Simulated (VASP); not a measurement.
CuO: single point with PBEsol

CuO:

```
Cu O
1.0
     4.16094    0.00000    0.00000
     0.00000    4.16094    0.00000
     0.00000    0.00000    3.92652
Cu O
3 3
Direct
  0.50000 0.00000 0.50000
  0.00000 0.50000 0.50000
  0.00000 0.00000 0.00000
  0.00000 0.00000 0.50000
  0.50000 0.00000 0.00000
  0.00000 0.50000 0.00000
```

```yaml
Program: VASP 6.6.1
Task: single point
Functional: PBEsol
Potentials_or_basis: VASP PAW PBE potentials, release 64 (Cu, O)
Cutoff: 520 eV
k_mesh: 6 × 6 × 6
Occupations: fermi-dirac, width 0.05 eV
Spin: no spin polarisation
Dipole_correction: no
Further_INCAR_settings: ALGO = Normal; EDIFF = 1e-07; NBANDS = 34
```

```
Pressure               : -6.8 GPa
Band gap on the k mesh : zero (an odd number of electrons rules out a gap without spin polarisation)
```

Stress tensor (GPa, compression positive):
```
 -4.65   0.00   0.00
  0.00  -4.65   0.00
  0.00   0.00 -11.14
```

Levels at points of the mesh, in eV from the Fermi level:
| k point | band 24 | band 25 | band 26 | band 27 | band 28 | band 29 |
| --- | --- | --- | --- | --- | --- | --- |
| (0.00, 0.00, 0.00) | -1.45 | -1.35 | -1.35 | -1.34 | 1.22 | 6.01 |
| (0.50, 0.00, 0.00) | -1.46 | -0.88 | -0.70 | -0.59 | 3.76 | 3.96 |
| (0.50, 0.50, 0.00) | -0.65 | -0.44 | -0.44 | 1.06 | 3.55 | 6.24 |
| (0.00, 0.00, 0.50) | -0.70 | -0.16 | -0.16 | 0.02 | 4.96 | 6.64 |
| (0.50, 0.00, 0.50) | -0.44 | -0.05 | 1.20 | 1.27 | 4.60 | 6.38 |
| (0.50, 0.50, 0.50) | 1.22 | 1.29 | 1.31 | 1.31 | 1.89 | 6.89 |

Run time: 62 s on 1 thread of Intel(R) Xeon(R) Platinum 8488C (Sapphire Rapids), on a shared host, peak memory 0.22 GiB.

Caveat: the stress differs along the axes, from -11 to -5 GPa; the PAW data sets were made with another functional, which shifts forces and pressure a little; an odd number of electrons without spin polarisation forces a metal; a magnetic or distorted state may lie lower; semilocal functionals often make such compounds metallic where correlation or magnetic order opens a gap, which also shifts bond lengths. With open d or f shells a metallic result of PBEsol can be an artefact of self-interaction; +U or a hybrid may open a gap.
